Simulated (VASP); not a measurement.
# BN (P6_3/mmc) in VASP: relaxation of cell and atoms with PBE+D3(BJ)

Aim: the relaxation of cell and atoms of BN with PBE+D3(BJ).

Program: VASP 6.6.1. These are calculated values, not measurements. Logs are shortened: lines on timing, memory, paths and dates and some standing lists are left out, and cuts for length are marked.

### 1 The cell of the first run

It takes space group P6_3/mmc (No. 194, hexagonal). Conventional cell: a = 2.498 Å, b = 2.498 Å, c = 6.636 Å, α = 90.00°, β = 90.00°, γ = 120.00°. Within 1.9 Å of B (site symmetry -6m2) lie 3 N at 1.44 Å. Within 1.9 Å of N (site symmetry -6m2) lie 3 B at 1.44 Å.

### 2 Relaxation of cell and atoms, PBE+D3(BJ)

File INCAR:

```
SYSTEM = BN
  PREC = Accurate
  ENCUT = 600
  EDIFF = 1E-7
  ISMEAR = 0
  SIGMA = 0.02
  LREAL = .FALSE.
  LASPH = .TRUE.
  NELM = 100
  ALGO = Normal
  ISIF = 3
  LWAVE = .FALSE.
  LCHARG = .FALSE.
  GGA = PE
  IVDW = 12
  IBRION = 2
  NSW = 100
  EDIFFG = -0.005
```

File KPOINTS:

```
Automatic mesh
0
G
  12 12 4
  0 0 0
```

File POSCAR:

```
BN
1.0
    2.4982400000      0.0000000000      0.0000000000
   -1.2491200000      2.1635393048      0.0000000000
    0.0000000000      0.0000000000      6.6357000000
B N
2 2
Direct
    0.3333333333      0.6666666667      0.2500000000
    0.6666666667      0.3333333333      0.7500000000
    0.3333333333      0.6666666667      0.7500000000
    0.6666666667      0.3333333333      0.2500000000
```

Potentials or basis: VASP PAW PBE potentials, release 64 (B, N).

Launch:

```sh
$ cat potpaw_PBE.64/B/POTCAR potpaw_PBE.64/N/POTCAR > POTCAR
$ mpirun -np 1 vasp_std > vasp.out
```

OUTCAR:

```text
SYSTEM = BN
   PREC = Accurate
   ENCUT = 600
   EDIFF = 1E-7
   ISMEAR = 0
   LREAL = .FALSE.
   LASPH = .TRUE.
   NELM = 100
   ISIF = 3
   GGA = PE
   IVDW = 12
   IBRION = 2
   NSW = 100
   EDIFFG = -0.005
 IVDW          = 12

 ion  position               nearest neighbor table
   1  0.333  0.667  0.250-   4 1.44   4 1.44   4 1.44
   2  0.667  0.333  0.750-   3 1.44   3 1.44   3 1.44
   3  0.333  0.667  0.750-   2 1.44   2 1.44   2 1.44
   4  0.667  0.333  0.250-   1 1.44   1 1.44   1 1.44

  LATTYP: Found a hexagonal cell.
 ALAT       =     2.4982400000
 C/A-ratio  =     2.6561499296

  Lattice vectors:

 A1 = (   2.4982400000,   0.0000000000,   0.0000000000)
 A2 = (  -1.2491200000,   2.1635393048,   0.0000000000)
 A3 = (   0.0000000000,   0.0000000000,   6.6357000000)

Analysis of symmetry for initial positions (statically):
=====================================================================
 Subroutine PRICEL returns:
 Original cell was already a primitive cell.

 Routine SETGRP: Setting up the symmetry group for a
 hexagonal supercell.

 Subroutine GETGRP returns: Found 24 space group operations
 (whereof 12 operations were pure point group operations)
 out of a pool of 24 trial point group operations.

The static configuration has the point symmetry D_3d.
 The point group associated with its full space group is D_6h.

Analysis of symmetry for dynamics (positions and initial velocities):
=====================================================================
 Subroutine PRICEL returns:
 Original cell was already a primitive cell.

 Routine SETGRP: Setting up the symmetry group for a
 hexagonal supercell.

 Subroutine GETGRP returns: Found 24 space group operations
 (whereof 12 operations were pure point group operations)
 out of a pool of 24 trial point group operations.

The dynamic configuration has the point symmetry D_3d.
 The point group associated with its full space group is D_6h.

 Subroutine INISYM returns: Found 24 space group operations
 (whereof 12 operations are pure point group operations),
 and found     1 'primitive' translations

----------------------------------------------------------------------------------------

                                     Primitive cell

  volume of cell :      35.8662

  direct lattice vectors                    reciprocal lattice vectors
     2.498240000  0.000000000  0.000000000     0.400281798  0.231102804  0.000000000
    -1.249120000  2.163539305  0.000000000     0.000000000  0.462205608  0.000000000
     0.000000000  0.000000000  6.635700000     0.000000000  0.000000000  0.150700002

  length of vectors
     2.498240000  2.498240000  6.635700000     0.462205608  0.462205608  0.150700002

  position of ions in fractional coordinates (direct lattice)
     0.333333333  0.666666667  0.250000000
     0.666666667  0.333333333  0.750000000
     0.333333333  0.666666667  0.750000000
     0.666666667  0.333333333  0.250000000

  ion indices of the primitive-cell ions
   primitive index   ion index
                 1           1
                 2           2
                 3           3
                 4           4

----------------------------------------------------------------------------------------

 KPOINTS: Automatic mesh

Automatic generation of k-mesh.
 Grid dimensions read from file:
 generate k-points for:   12   12    4

 Generating k-lattice:

  Cartesian coordinates                     Fractional coordinates (reciprocal lattice)
     0.033356817  0.019258567  0.000000000     0.083333333 -0.000000000  0.000000000
     0.000000000  0.038517134  0.000000000     0.000000000  0.083333333  0.000000000
     0.000000000  0.000000000  0.037675000     0.000000000  0.000000000  0.250000000

  Length of vectors
     0.038517134  0.038517134  0.037675000

  Shift w.r.t. Gamma in fractional coordinates (k-lattice)
     0.000000000  0.000000000  0.000000000

 Subroutine IBZKPT returns following result:
 ===========================================

 Found     57 irreducible k-points:

 Following reciprocal coordinates:
            Coordinates               Weight
  0.000000  0.000000  0.000000      1.000000
  0.083333 -0.000000  0.000000      6.000000
  0.166667  0.000000  0.000000      6.000000
  0.250000  0.000000  0.000000      6.000000
  0.333333  0.000000  0.000000      6.000000
  0.416667  0.000000  0.000000      6.000000
[... 16 lines left out ...]
  0.250000  0.000000  0.250000     12.000000
  0.333333  0.000000  0.250000     12.000000
 [... further k-points ...]
   k-points           NKPTS =     57   k-points in BZ     NKDIM =     57   number of bands    NBANDS=     12
   number of dos      NEDOS =    301   number of ions     NIONS =      4
   total plane-waves  NPLWV =  21600
   dimension x,y,z NGX =    20 NGY =   20 NGZ =   54
   dimension x,y,z NGXF=    40 NGYF=   40 NGZF=  108
   ions per type =               2   2
   NGX,Y,Z   is equivalent  to a cutoff of  13.31, 13.31, 13.53 a.u.
   NGXF,Y,Z  is equivalent  to a cutoff of  26.62, 26.62, 27.06 a.u.
 SYSTEM =  BN
   PREC   = accura    normal or accurate (medium, high low for compatibility)
   ISTART =      0    job   : 0-new  1-cont  2-samecut
   ICHARG =      2    charge: 1-file 2-atom 10-const
   ISPIN  =      1    spin polarized calculation?
   LNONCOLLINEAR =      F non collinear calculations
   LSORBIT =      F    spin-orbit coupling
   LASPH  =      T    aspherical Exc in radial PAW
   ENCUT  =  600.0 eV  44.10 Ry    6.64 a.u.   4.99  4.99 13.25*2*pi/ulx,y,z
   NELM   =    100;   NELMIN=  2; NELMDL= -5     # of ELM steps
   EDIFF  = 0.1E-06   stopping-criterion for ELM
   LREAL  =      F    real-space projection
   EDIFFG = -.5E-02   stopping-criterion for IOM
   NSW    =    100    number of steps for IOM
   IBRION =      2    ionic relax: 0-MD 1-quasi-New 2-CG
   NFREE  =      1    steps in history (QN), initial steepest desc. (CG)
   ISIF   =      3    stress and relaxation
   ISYM   =      2    0-nonsym 1-usesym 2-fastsym
   POTIM  = 0.5000    time-step for ionic-motion
   TEBEG  =    0.0;   TEEND  =   0.0 temperature during run
   PSTRESS=    0.0 pullay stress
   NELECT =      16.0000    total number of electrons
   NUPDOWN=      -1.0000    fix difference up-down
   EMIN   =  10.00;   EMAX   =-10.00  energy-range for DOS
   EFERMI =   0.00;   METHOD = LEGACY
   ISMEAR =     0;   SIGMA  =   0.02  broadening in eV -4-tet -1-fermi 0-gaus
   EFERMI_NEDOS =   21; number of points for ismear=-14 and -15
   IALGO  =     38    algorithm
   IMIX   =      4    mixing-type and parameters
     AMIX     =   0.40;   BMIX     =  1.00
     AMIX_MAG =   1.60;   BMIX_MAG =  1.00
  volume/ion in A,a.u.               =       8.97        60.51
  Fermi-wavevector in a.u.,A,eV,Ry     =   1.250891  2.363842 21.289433  1.564729
  Thomas-Fermi vector in A             =   2.384864
   LORBIT       =      0    0 simple, 1 ext, 2 COOP (PROOUT), +10 PAW based schemes
   GGA     = PE    functional components
   LHFCALC =     F    Hartree Fock is set to
   AEXX    =    0.0000 exact exchange contribution
   IVDW    =    12    specifies the selected vdW correction
   LEPSILON=     F    determine dielectric tensor
   LRPA    =     F    only Hartree local field effects (RPA)
 conjugate gradient relaxation of ions
 non-spin polarized calculation
 Gauss-broadening in eV      SIGMA  =   0.02
  energy-cutoff  :      600.00
  volume of cell :       35.87
 maximum number of plane-waves:      1224
 NGX is ok and might be reduce to    20
   NGX =  9   NGY =  9   NGZ = 27

--------------------------------------- Ionic step        1  -------------------------------------------

 number of electron      15.9999998 magnetization

 Free energy of the ion-electron system (eV)
  ---------------------------------------------------
  ext. energy  EPLUGINS =         0.00000000
  ---------------------------------------------------
  free energy    TOTEN  =       -35.15342235 eV

  energy without entropy =      -35.15342235  energy(sigma->0) =      -35.15342235

------------------------ aborting loop because EDIFF is reached ----------------------------------------

 Edisp (eV)   -0.56768

 E8    (eV) :    -0.1663

  FORCE on cell =-STRESS in cart. coord.  units (eV):
  Direction    XX          YY          ZZ          XY          YZ          ZX
  --------------------------------------------------------------------------------------
  -------------------------------------------------------------------------------------
  Total       0.79574     0.79574    -0.08021     0.00000     0.00000     0.00000
  in kB      35.54657    35.54657    -3.58303     0.00000     0.00000     0.00000
  external pressure =       22.50 kB  Pullay stress =        0.00 kB
[... 317 lines left out ...]
  energy  without entropy=      -35.7240418816  energy(sigma->0) =      -35.72404188

--------------------------------------- Ionic step        9  -------------------------------------------

 number of electron      15.9999998 magnetization

 Free energy of the ion-electron system (eV)
  ---------------------------------------------------
  ext. energy  EPLUGINS =         0.00000000
  ---------------------------------------------------
  free energy    TOTEN  =       -35.15194861 eV

  energy without entropy =      -35.15194861  energy(sigma->0) =      -35.15194861

 E-fermi :   2.5148     XC(G=0): -10.1470

 val. band max:        2.3710961119   @ k =   0.3333   0.2500   0.0000
 cond. band min:       6.6165867132   @ k =   0.5000   0.0000   0.0000
 fundamental gap:      4.2454906013
 Fermi energy:         2.5148009749

 k-point     1 :       0.0000    0.0000    0.0000
  band No.  band energies     occupation
      1     -15.4347      2.00000
      2     -15.1112      2.00000
      3      -3.8942      2.00000
      4      -1.6357      2.00000
      5       1.0281      2.00000
      6       1.0281      2.00000
      7       1.0703      2.00000
      8       1.0703      2.00000
      9       7.7035      0.00000
     10      12.8153      0.00000
     11      13.8823      0.00000
     12      13.8823      0.00000
[... 331 lines left out ...]
 k-point    24 :       0.3333    0.0000    0.2500
  band No.  band energies     occupation
      1     -13.4165      2.00000
      2     -13.2520      2.00000
      3      -4.5222      2.00000
      4      -4.4566      2.00000
      5      -1.2151      2.00000
      6      -1.1661      2.00000
      7      -0.8496      2.00000
      8       0.4421      2.00000
      9       9.1870      0.00000
     10       9.8163      0.00000
     11      11.3776      0.00000
     12      12.5599      0.00000

 [... further k-points ...]

------------------------ aborting loop because EDIFF is reached ----------------------------------------

 Edisp (eV)   -0.57219

 E8    (eV) :    -0.1678

  FORCE on cell =-STRESS in cart. coord.  units (eV):
  Direction    XX          YY          ZZ          XY          YZ          ZX
  --------------------------------------------------------------------------------------
  -------------------------------------------------------------------------------------
  Total       0.01095     0.01095    -0.00011     0.00000    -0.00000     0.00000
  in kB       0.49172     0.49172    -0.00507     0.00000    -0.00000     0.00000
  external pressure =        0.33 kB  Pullay stress =        0.00 kB
[... 19 lines left out ...]
  FREE ENERGIE OF THE ION-ELECTRON SYSTEM (eV)
  ---------------------------------------------------
  free  energy   TOTEN  =       -35.7241356646 eV

  energy  without entropy=      -35.7241356646  energy(sigma->0) =      -35.72413566

 reached required accuracy - stopping structural energy minimisation
```

Run time: 1.9 min. Hardware: 1 thread of AMD EPYC 7R13 (Zen 3), shared host; peak memory 0.15 GiB.

Results:

- Free energy: -35.7241 eV
- Relaxed volume: 8.92 Å³/atom
- Relaxed cell: a = 2.506 Å, b = 2.506 Å, c = 6.558 Å, α = 90.00°, β = 90.00°, γ = 120.00°
- Space group after relaxing (to 0.1 Å): P6_3/mmc (No. 194)
- Energy gained by relaxing: 0.8 meV/atom
- Ionic steps: 9
- Pressure after relaxing: 0.0 GPa
- Band gap on the k mesh: 4.25 eV (least direct gap 4.63 eV)
- Dispersion energy per atom: -0.143 eV

The path:
| step | energy change (eV) | largest force (eV/Å) | pressure (GPa) | volume (Å³) |
| --- | --- | --- | --- | --- |
| 1 | 0.0000 | 0.0000 | 2.25 | 35.87 |
| 2 | 0.0069 | 0.0000 | -4.49 | 36.52 |
| 3 | -0.0026 | 0.0000 | -0.13 | 36.09 |
| 4 | -0.0026 | 0.0000 | -0.08 | 36.09 |
| 5 | -0.0027 | 0.0000 | -0.07 | 36.06 |
| 6 | -0.0028 | 0.0000 | -0.05 | 35.98 |
| 7 | -0.0030 | 0.0000 | -0.01 | 35.81 |
| 8 | -0.0029 | 0.0000 | 0.09 | 35.49 |
| 9 | -0.0030 | 0.0000 | 0.03 | 35.67 |

Final structure:
```cif
data_structure
_symmetry_space_group_name_H-M 'P 1'
_symmetry_Int_Tables_number 1
_cell_length_a 2.5062
_cell_length_b 2.5062
_cell_length_c 6.5582
_cell_angle_alpha 90.000
_cell_angle_beta 90.000
_cell_angle_gamma 120.000
_cell_volume 35.67
loop_
_atom_site_label
_atom_site_type_symbol
_atom_site_fract_x
_atom_site_fract_y
_atom_site_fract_z
_atom_site_occupancy
B1 B 0.33333 0.66667 0.25000 1
B2 B 0.66667 0.33333 0.75000 1
N1 N 0.33333 0.66667 0.75000 1
N2 N 0.66667 0.33333 0.25000 1
```

A k mesh can miss the band edges. Expect the measured gap to be larger: semilocal functionals such as PBE lack the derivative discontinuity.
